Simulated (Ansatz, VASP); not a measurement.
**KTaO3: VASP beside Ansatz**

```
CELL_PARAMETERS angstrom
4.07785 0.00000 0.00000
0.00000 4.07785 0.00000
0.00000 0.00000 4.07785
ATOMIC_POSITIONS crystal
K 0.50000 0.50000 0.50000
Ta 0.00000 0.00000 0.00000
O 0.50000 0.00000 0.00000
O 0.00000 0.50000 0.00000
O 0.00000 0.00000 0.50000
```

Alike in both runs: task single point; functional PBE; k mesh 8 × 8 × 8; occupations gaussian, width 0.05 eV; no spin polarisation.

```csv
,VASP,Ansatz
version,VASP 6.6.1,Ansatz 0.2.0
potentials or method,"VASP PAW PBE potentials, release 64 (K_sv, Ta_pv, O), cutoff 520 eV","scalar-relativistic, plane waves, PAW"
valence electrons in the cell,38,40
```

VASP gave:

| Property | Result |
| --- | --- |
| gap on the k mesh at the Fermi level (eV) | 2.03 |
| least direct gap on the mesh (eV) | 2.66 |
| pressure (GPa) | -6.4 |

Problem. Estimate Ansatz's values.

Solution. gap on the k mesh at the Fermi level (eV): 2.07; least direct gap on the mesh (eV): 2.70; pressure (GPa): -6.8.

VASP's potentials hold 38 valence electrons a cell and Ansatz's 40, so a difference there can come from the potentials and not from the codes.

Spin-orbit coupling is off throughout.
